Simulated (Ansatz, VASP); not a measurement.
# Al: VASP beside Ansatz

```
Al
1.0
     2.72582    0.00000    0.00000
    -1.36291    2.36063    0.00000
     0.00000    0.00000    9.69685
Al
4
Direct
  0.00000 0.00000 0.00000
  0.33333 0.66667 0.25000
  0.00000 0.00000 0.50000
  0.66667 0.33333 0.75000
```

Alike in both runs: task single point; functional PBE; dispersion D3(BJ); k mesh 18 × 18 × 6; occupations gaussian, width 0.15 eV; no spin polarisation.

```csv
,VASP,Ansatz
version,VASP 6.6.1,Ansatz 0.2.0
potentials or method,"VASP PAW PBE potentials, release 64 (Al), cutoff 520 eV","scalar-relativistic, plane waves, PAW"
valence electrons in the cell,12,12
```

```tsv
	VASP	Ansatz	Ansatz less VASP
gap on the k mesh at the Fermi level (eV)	none	none	-
pressure (GPa)	2.4	2.4	+0.03
traceless stress, the component that is largest in VASP (GPa)	-5.01	-5.02	-0.007
```

A gap of «none» marks a metal or a gap that the smearing closes.
